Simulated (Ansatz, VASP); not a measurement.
# Two plane-wave programs on Si7Ge

POSCAR

```
Si7Ge
1.0
    5.6046676412      0.0000000000      0.0000000000
    0.0000000000      5.6046676412      0.0000000000
    0.0000000000      0.0000000000      5.3312692196
Si Ge
7 1
Direct
    0.2524307582      0.2524307582      0.2524307582
    0.0000000000      0.5000000000      0.5000000000
    0.5000000000      0.5000000000      0.0000000000
    0.5000000000      0.0000000000      0.5000000000
    0.7475692418      0.2524307582      0.7475692418
    0.7475692418      0.7475692418      0.2524307582
    0.2524307582      0.7475692418      0.7475692418
    0.0000000000      0.0000000000      0.0000000000
```

INCAR.step1

```
  ALGO = Normal
  EDIFF = 1E-4
  ENCUT = 520
  GGA = PE
  ISMEAR = 0
  LASPH = True
  LCHARG = False
  LREAL = False
  LWAVE = True
  NBANDS = 31
  NELM = 80
  PREC = Accurate
  SIGMA = 0.05
```

The input INCAR.step2:

```
  ALGO = Normal
  EDIFF = 1E-6
  ENCUT = 520
  ISIF = 2
  ISMEAR = 0
  ISTART = 1
  LASPH = True
  LCHARG = False
  LMIXTAU = True
  LREAL = False
  LWAVE = False
  METAGGA = R2SCAN
  NBANDS = 31
  NELM = 80
  PREC = Accurate
  SIGMA = 0.05
```

Contents of KPOINTS:

```
k-points
0
Gamma
  6 6 6
```

Input for Ansatz:

```yaml
crystal:
  lattice:
    - [5.6046676412, 0.0, 0.0]
    - [0.0, 5.6046676412, 0.0]
    - [0.0, 0.0, 5.3312692196]
  atoms:
    - { symbol: Si, position: [0.2524307582, 0.2524307582, 0.2524307582] }
    - { symbol: Si, position: [0.0, 0.5, 0.5] }
    - { symbol: Si, position: [0.5, 0.5, 0.0] }
    - { symbol: Si, position: [0.5, 0.0, 0.5] }
    - { symbol: Si, position: [0.7475692418, 0.2524307582, 0.7475692418] }
    - { symbol: Si, position: [0.7475692418, 0.7475692418, 0.2524307582] }
    - { symbol: Si, position: [0.2524307582, 0.7475692418, 0.7475692418] }
    - { symbol: Ge, position: [0.0, 0.0, 0.0] }
basis:
  ecutwfc: 500
kpoints:
  mp_grid: { grid: [6, 6, 6] }
hamiltonian:
  xc: r2scan
scf:
  occupations: { method: gaussian, width: 0.05 }
output:
  forces: true
  stress: true
  eigenvalues: true
```

Change from the starting cell: strain +0.025 along x and y, -0.025 along z, atoms carried along.

Alike in both runs: task single point; functional r2SCAN; k mesh 6 × 6 × 6; occupations gaussian, width 0.05 eV; no spin polarisation.

|  | VASP | Ansatz |
| --- | --- | --- |
| version | VASP 6.6.1 | Ansatz 0.2.0 |
| potentials or method | VASP PAW PBE potentials, release 64 (Si, Ge_d), cutoff 520 eV | scalar-relativistic, plane waves, PAW |
| valence electrons in the cell | 42 | 42 |

|  | VASP | Ansatz | Ansatz less VASP |
| --- | --- | --- | --- |
| gap on the k mesh at the Fermi level (eV) | 0.26 | 0.25 | -0.010 |
| least direct gap on the mesh (eV) | 0.33 | 0.32 | -0.010 |
| pressure (GPa) | -2.4 | -2.2 | +0.18 |
| traceless stress, the component that is largest in VASP (GPa) | 3.19 | 3.17 | -0.017 |
| rms of the force components (eV/Å) | 0.011 | 0.007 | -0.0046 |

VASP's potentials were made for PBE, not for r2SCAN. Atom by atom the forces differ by 0.006 eV/Å (rms over components).
